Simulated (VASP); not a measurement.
# Na5H2 in VASP: single point with PBE+D3(BJ)

Aim: the single point of Na5H2 with PBE+D3(BJ).

Program: VASP 6.6.1. These are calculated values, not measurements. Logs are shortened: lines on timing, memory, paths and dates and some standing lists are left out, and cuts for length are marked.

### 1 The cell of the first run

The cell holds a slab with vacuum, 7 atoms: a = 3.767 Å, b = 3.767 Å, c = 31.068 Å, α = 90.00°, β = 90.00°, γ = 120.00°.

### 2 Single point, PBE+D3(BJ)

Contents of INCAR:

```
SYSTEM = Na5H2
PREC = Accurate ; ENCUT = 400
EDIFF = 1E-6 ; ISMEAR = 0
SIGMA = 0.05 ; LREAL = .FALSE.
LASPH = .TRUE. ; NELM = 120
ALGO = Normal ; ISIF = 2
LWAVE = .FALSE. ; LCHARG = .FALSE.
LDIPOL = .TRUE. ; IDIPOL = 3
DIPOL = 0.5 0.5 0.557 ; GGA = PE
IVDW = 12 ; NBANDS = 28
GGA_COMPAT = .FALSE. ; NELMDL = -8
```

Contents of KPOINTS:

```
Automatic mesh
0
G
  9 9 1
  0 0 0
```

Contents of POSCAR:

```
Na5H2
1.0
    3.7670010000      0.0000000000      0.0000000000
   -1.8835005000      3.2623185600      0.0000000000
    0.0000000000      0.0000000000     31.0679999992
Na H
5 2
Direct
    0.6666666700      0.3333333300      0.2735934080
    0.3333333300      0.6666666700      0.3726342217
    0.6674158208      0.3317560804      0.4687918836
    0.3339974311      0.6644788948      0.5653198274
    0.6660656260      0.3320657413      0.6613350277
    0.1935222001      0.8521045811      0.7893906495
    0.2566550323      0.7809744313      0.7696478391
```

Potentials or basis: VASP PAW PBE potentials, release 64 (Na_pv, H).

Command:

```bash
$ cat potpaw_PBE.64/Na_pv/POTCAR potpaw_PBE.64/H/POTCAR > POTCAR
$ mpirun -np 1 vasp_std > vasp.out
```

OUTCAR:

```text
SYSTEM = Na5H2
   PREC = Accurate
   ENCUT = 400
   EDIFF = 1E-6
   ISMEAR = 0
   LREAL = .FALSE.
   LASPH = .TRUE.
   NELM = 120
   ISIF = 2
   GGA = PE
   IVDW = 12
   NELMDL = -8
 IVDW          = 12

 ion  position               nearest neighbor table
   1  0.667  0.333  0.274-
   2  0.333  0.667  0.373-
   3  0.667  0.332  0.469-
   4  0.334  0.664  0.565-
   5  0.666  0.332  0.661-
   6  0.194  0.852  0.789-   7 0.75
   7  0.257  0.781  0.770-   6 0.75

  LATTYP: Found a hexagonal cell.
 ALAT       =     3.7670010000
 C/A-ratio  =     8.2474095439

  Lattice vectors:

 A1 = (   3.7670010000,   0.0000000000,   0.0000000000)
 A2 = (  -1.8835005000,   3.2623185600,   0.0000000000)
 A3 = (   0.0000000000,   0.0000000000,  31.0679999992)

Analysis of symmetry for initial positions (statically):
=====================================================================
 Subroutine PRICEL returns:
 Original cell was already a primitive cell.

 Routine SETGRP: Setting up the symmetry group for a
 hexagonal supercell.

 Subroutine GETGRP returns: Found  1 space group operations
 (whereof  1 operations were pure point group operations)
 out of a pool of 24 trial point group operations.

The static configuration has the point symmetry C_1 .

Analysis of symmetry for dynamics (positions and initial velocities):
=====================================================================
 Subroutine PRICEL returns:
 Original cell was already a primitive cell.

 Routine SETGRP: Setting up the symmetry group for a
 hexagonal supercell.

 Subroutine GETGRP returns: Found  1 space group operations
 (whereof  1 operations were pure point group operations)
 out of a pool of 24 trial point group operations.

The dynamic configuration has the point symmetry C_1 .

 Subroutine INISYM returns: Found  1 space group operations
 (whereof  1 operations are pure point group operations),
 and found     1 'primitive' translations

----------------------------------------------------------------------------------------

                                     Primitive cell

  volume of cell :     381.7995

  direct lattice vectors                    reciprocal lattice vectors
     3.767001000  0.000000000  0.000000000     0.265463163  0.153265229  0.000000000
    -1.883500500  3.262318560  0.000000000     0.000000000  0.306530457  0.000000000
     0.000000000  0.000000000 31.067999999     0.000000000  0.000000000  0.032187460

  length of vectors
     3.767001000  3.767000998 31.067999999     0.306530457  0.306530457  0.032187460

  position of ions in fractional coordinates (direct lattice)
     0.666666670  0.333333330  0.273593408
     0.333333330  0.666666670  0.372634222
     0.667415821  0.331756080  0.468791884
     0.333997431  0.664478895  0.565319827
     0.666065626  0.332065741  0.661335028
     0.193522200  0.852104581  0.789390649
     0.256655032  0.780974431  0.769647839

  ion indices of the primitive-cell ions
   primitive index   ion index
                 1           1
                 2           2
                 3           3
                 4           4
                 5           5
                 6           6
                 7           7

----------------------------------------------------------------------------------------

 KPOINTS: Automatic mesh

Automatic generation of k-mesh.
 Grid dimensions read from file:
 generate k-points for:    9    9    1

 Generating k-lattice:

  Cartesian coordinates                     Fractional coordinates (reciprocal lattice)
     0.029495907  0.017029470  0.000000000     0.111111111  0.000000000  0.000000000
     0.000000000  0.034058940  0.000000000     0.000000000  0.111111111  0.000000000
     0.000000000  0.000000000  0.032187460     0.000000000  0.000000000  1.000000000

  Length of vectors
     0.034058940  0.034058940  0.032187460

  Shift w.r.t. Gamma in fractional coordinates (k-lattice)
     0.000000000  0.000000000  0.000000000

 Subroutine IBZKPT returns following result:
 ===========================================

 Found     41 irreducible k-points:

 Following reciprocal coordinates:
            Coordinates               Weight
  0.000000  0.000000  0.000000      1.000000
  0.111111  0.000000  0.000000      2.000000
  0.000000  0.111111  0.000000      2.000000
 -0.111111  0.111111  0.000000      2.000000
  0.222222  0.000000  0.000000      2.000000
  0.000000  0.222222  0.000000      2.000000
[... 16 lines left out ...]
  0.333333  0.111111  0.000000      2.000000
 -0.111111  0.444444  0.000000      2.000000
 [... further k-points ...]
   k-points           NKPTS =     41   k-points in BZ     NKDIM =     41   number of bands    NBANDS=     28
   number of dos      NEDOS =    301   number of ions     NIONS =      7
   total plane-waves  NPLWV = 164640
   dimension x,y,z NGX =    28 NGY =   28 NGZ =  210
   dimension x,y,z NGXF=    56 NGYF=   56 NGZF=  420
   ions per type =               5   2
   NGX,Y,Z   is equivalent  to a cutoff of  12.36, 12.36, 11.24 a.u.
   NGXF,Y,Z  is equivalent  to a cutoff of  24.71, 24.71, 22.47 a.u.
 SYSTEM =  Na5H2
   PREC   = accura    normal or accurate (medium, high low for compatibility)
   ISTART =      0    job   : 0-new  1-cont  2-samecut
   ICHARG =      2    charge: 1-file 2-atom 10-const
   ISPIN  =      1    spin polarized calculation?
   LNONCOLLINEAR =      F non collinear calculations
   LSORBIT =      F    spin-orbit coupling
   LASPH  =      T    aspherical Exc in radial PAW
   ENCUT  =  400.0 eV  29.40 Ry    5.42 a.u.   6.14  6.14 50.66*2*pi/ulx,y,z
   NELM   =    120;   NELMIN=  2; NELMDL= -8     # of ELM steps
   EDIFF  = 0.1E-05   stopping-criterion for ELM
   LREAL  =      F    real-space projection
   EDIFFG = 0.1E-04   stopping-criterion for IOM
   NSW    =      0    number of steps for IOM
   IBRION =     -1    ionic relax: 0-MD 1-quasi-New 2-CG
   NFREE  =      0    steps in history (QN), initial steepest desc. (CG)
   ISIF   =      2    stress and relaxation
   ISYM   =      2    0-nonsym 1-usesym 2-fastsym
   POTIM  = 0.5000    time-step for ionic-motion
   TEBEG  =    0.0;   TEEND  =   0.0 temperature during run
   PSTRESS=    0.0 pullay stress
   NELECT =      37.0000    total number of electrons
   NUPDOWN=      -1.0000    fix difference up-down
   EMIN   =  10.00;   EMAX   =-10.00  energy-range for DOS
   EFERMI =   0.00;   METHOD = LEGACY
   ISMEAR =     0;   SIGMA  =   0.05  broadening in eV -4-tet -1-fermi 0-gaus
   EFERMI_NEDOS =   21; number of points for ismear=-14 and -15
   IALGO  =     38    algorithm
   IMIX   =      4    mixing-type and parameters
     AMIX     =   0.40;   BMIX     =  1.00
     AMIX_MAG =   1.60;   BMIX_MAG =  1.00
  volume/ion in A,a.u.               =      54.54       368.07
  Fermi-wavevector in a.u.,A,eV,Ry     =   0.751964  1.421006  7.693408  0.565450
  Thomas-Fermi vector in A             =   1.849066
   LORBIT       =      0    0 simple, 1 ext, 2 COOP (PROOUT), +10 PAW based schemes
   GGA     = PE    functional components
   LHFCALC =     F    Hartree Fock is set to
   AEXX    =    0.0000 exact exchange contribution
   IVDW    =    12    specifies the selected vdW correction
   LEPSILON=     F    determine dielectric tensor
   LRPA    =     F    only Hartree local field effects (RPA)
 non-spin polarized calculation
 Gauss-broadening in eV      SIGMA  =   0.05
  energy-cutoff  :      400.00
  volume of cell :      381.80
 maximum number of plane-waves:      6972
 NGX is ok and might be reduce to    28
   NGX = 13   NGY = 13   NGZ =101

 dipolmoment           0.000000      0.000000      0.124219 electrons x Angstroem

 number of electron      37.0000018 magnetization

 dipolmoment           0.000000      0.000000     -0.011606 electrons x Angstroem

 Free energy of the ion-electron system (eV)
  ---------------------------------------------------
  ext. energy  EPLUGINS =         0.00000000
  ---------------------------------------------------
  free energy    TOTEN  =       -12.99857368 eV

  energy without entropy =      -12.99535397  energy(sigma->0) =      -12.99696382

 E-fermi :  -1.1562     XC(G=0):  -3.9827

 val. band max:       -1.1827920222   @ k =   0.4444   0.0000   0.0000
 cond. band min:      -1.1040610938   @ k =  -0.3333   0.4444   0.0000
 fundamental gap:      0.0787309284
 Fermi energy:        -1.1562185012

 k-point     1 :       0.0000    0.0000    0.0000
  band No.  band energies     occupation
      1     -26.2821      2.00000
      2     -26.2798      2.00000
      3     -26.2527      2.00000
      4     -26.2527      2.00000
      5     -26.2466      2.00000
      6     -26.2466      2.00000
[... 20 lines left out ...]
     27       3.0062      0.00000
     28       3.5046      0.00000

 k-point     2 :       0.1111    0.0000    0.0000
  band No.  band energies     occupation
      1     -26.2817      2.00000
      2     -26.2794      2.00000
      3     -26.2556      2.00000
      4     -26.2534      2.00000
      5     -26.2495      2.00000
      6     -26.2472      2.00000
[... 20 lines left out ...]
     27       3.1133      0.00000
     28       3.6607      0.00000

 k-point     3 :       0.0000    0.1111    0.0000
  band No.  band energies     occupation
      1     -26.2817      2.00000
      2     -26.2794      2.00000
      3     -26.2556      2.00000
      4     -26.2534      2.00000
      5     -26.2495      2.00000
      6     -26.2472      2.00000
[... 616 lines left out ...]
      3     -26.2740      2.00000
      4     -26.2681      2.00000
      5     -26.2596      2.00000
      6     -26.2535      2.00000
[... 20 lines left out ...]
     27       2.8296      0.00000
     28       2.9384      0.00000

 k-point    24 :      -0.1111    0.4444    0.0000
  band No.  band energies     occupation
      1     -26.2790      2.00000
      2     -26.2766      2.00000
      3     -26.2740      2.00000
      4     -26.2680      2.00000
      5     -26.2596      2.00000
      6     -26.2535      2.00000
[... 20 lines left out ...]
     27       2.8004      0.00000
     28       2.9829      0.00000

 [... further k-points ...]

------------------------ aborting loop because EDIFF is reached ----------------------------------------

 vacuum level on the upper side and lower side of the slab       (xc-potential included)        -0.289        -0.232

 Edisp (eV)   -0.67716

 E8    (eV) :    -0.3296

  FORCE on cell =-STRESS in cart. coord.  units (eV):
  Direction    XX          YY          ZZ          XY          YZ          ZX
  --------------------------------------------------------------------------------------
  -------------------------------------------------------------------------------------
  Total      -1.43037    -1.41988    -0.39994     0.00936    -0.01682     0.02832
  in kB      -6.00239    -5.95835    -1.67829     0.03929    -0.07060     0.11885
  external pressure =       -4.55 kB  Pullay stress =        0.00 kB

 VOLUME and BASIS-vectors are now :
 -----------------------------------------------------------------------------
  energy-cutoff  :      400.00
  volume of cell :      381.80
      direct lattice vectors                 reciprocal lattice vectors
     3.767001000  0.000000000  0.000000000     0.265463163  0.153265229  0.000000000
    -1.883500500  3.262318560  0.000000000     0.000000000  0.306530457  0.000000000
     0.000000000  0.000000000 31.067999999     0.000000000  0.000000000  0.032187460

 POSITION                                       TOTAL-FORCE (eV/Angst)
 -----------------------------------------------------------------------------------
      1.88350      1.08744      8.50000         0.000103     -0.000084      0.033757
     -0.00000      2.17488     11.57700         0.000513     -0.000445     -0.044770
      1.88929      1.08229     14.56443        -0.000410      0.000337      0.001662
      0.00662      2.16774     17.56336        -0.000965      0.000639      0.008704
      1.88362      1.08330     20.54636        -0.000246      0.000450      0.000795
     -0.87594      2.77984     24.52479         0.019025     -0.011460     -0.011861
     -0.50415      2.54779     23.91142        -0.018020      0.010563      0.011713
 -----------------------------------------------------------------------------------
    total drift:                               -0.000661      0.000530      0.000377

  FREE ENERGIE OF THE ION-ELECTRON SYSTEM (eV)
  ---------------------------------------------------
  free  energy   TOTEN  =       -13.6757329453 eV

  energy  without entropy=      -13.6725132357  energy(sigma->0) =      -13.67412309

 vacuum level on the upper side and lower side of the slab         1.412         1.482
```

Wall time 17 min (1 thread of Intel Xeon 8259CL, shared host); peak memory 0.54 GiB.

Results:

```yaml
Free_energy: -13.6757 eV
Largest_force: 0.045 eV/Å
Band_gap_on_the_k_mesh: zero (an odd number of electrons rules out a gap without spin polarisation)
Dispersion_energy_per_atom: -0.097 eV
```

Forces on the atoms (eV/Å):
```
Na   0.000  0.000  0.034
Na   0.001  0.000 -0.045
Na   0.000  0.000  0.002
Na  -0.001  0.001  0.009
Na   0.000  0.000  0.001
H    0.019 -0.011 -0.012
H   -0.018  0.011  0.012
```

The gap in the log of VASP goes by the Fermi energy; the results here count the filled bands.